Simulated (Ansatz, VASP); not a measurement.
**Two plane-wave programs on ScAl3N3**

The input INCAR:

```
ALGO = Normal
EDIFF = 1E-7
EDIFFG = -0.08
ENCUT = 600
GGA = PE
GGA_COMPAT = F
IBRION = 2
ISIF = 3
ISMEAR = 0
LASPH = T
LCHARG = F
LREAL = F
LWAVE = F
NELM = 120
NELMIN = 4
NSW = 36
PREC = Accurate
SIGMA = 0.2
```

Contents of KPOINTS:

```
k-points
0
Gamma
  4 4 3
```

POSCAR

```
ScAl3N3
1.0
    4.6654773000      0.0000000000      0.0000000000
   -2.3327386500      4.0404218600      0.0000000000
    0.0000000000      0.0000000000      6.2825165800
Sc Al N
1 3 3
Direct
    0.0000000000      0.0000000000      0.5000000000
    0.5000000000      0.0000000000      0.0000000000
    0.0000000000      0.5000000000      0.0000000000
    0.5000000000      0.5000000000      0.0000000000
    0.3333333300      0.6666666700      0.5000000000
    0.6666666700      0.3333333300      0.5000000000
    0.0000000000      0.0000000000      0.0000000000
```

Input for Ansatz:

```yaml
crystal:
  lattice:
    - [4.6654773, 0.0, 0.0]
    - [-2.33273865, 4.04042186, 0.0]
    - [0.0, 0.0, 6.28251658]
  atoms:
    - { symbol: Sc, position: [0.0, 0.0, 0.5] }
    - { symbol: Al, position: [0.5, 0.0, 0.0] }
    - { symbol: Al, position: [0.0, 0.5, 0.0] }
    - { symbol: Al, position: [0.5, 0.5, 0.0] }
    - { symbol: "N", position: [0.33333333, 0.66666667, 0.5] }
    - { symbol: "N", position: [0.66666667, 0.33333333, 0.5] }
    - { symbol: "N", position: [0.0, 0.0, 0.0] }
basis:
  ecutwfc: 420
kpoints:
  mp_grid: { grid: [4, 4, 3] }
hamiltonian:
  xc: pbe
scf:
  occupations: { method: gaussian, width: 0.2 }
  lower_state_search: "off"
output:
  forces: true
  stress: true
  eigenvalues: true
relax:
  adjacent_minimum: "off"
  f_tol: 0.08
  max_steps: 16
  cell: { stress_tol: 0.8 }
```

Alike in both runs: task relaxation of cell and atoms; functional PBE; k mesh 4 × 4 × 3; occupations gaussian, width 0.2 eV; no spin polarisation.

|  | VASP | Ansatz |
| --- | --- | --- |
| version | VASP 6.6.1 | Ansatz 0.2.0 |
| potentials or method | VASP PAW PBE potentials, release 64 (Sc_sv, Al, N), cutoff 600 eV | scalar-relativistic, plane waves, PAW |
| valence electrons in the cell | 35 | 35 |

VASP gave:

```
gap on the k mesh at the Fermi level, each at its own relaxed structure (eV) : none
relaxed volume (Å³/atom)                                                     : 12.57
relaxed length of the cell vector where the two differ most in proportion (Å)              : 3.863
```

Which values does Ansatz return?

gap on the k mesh at the Fermi level, each at its own relaxed structure (eV): none; relaxed volume (Å³/atom): 12.56; relaxed length of the cell vector where the two differ most in proportion (Å): 3.850.

A gap of «none» marks a metal or a gap that the smearing closes.

The k mesh is coarse, so the values compare programs but aren't converged. Noted on VASP's run: the volume moved by over 15 % at a fixed basis, so the end points are rough.
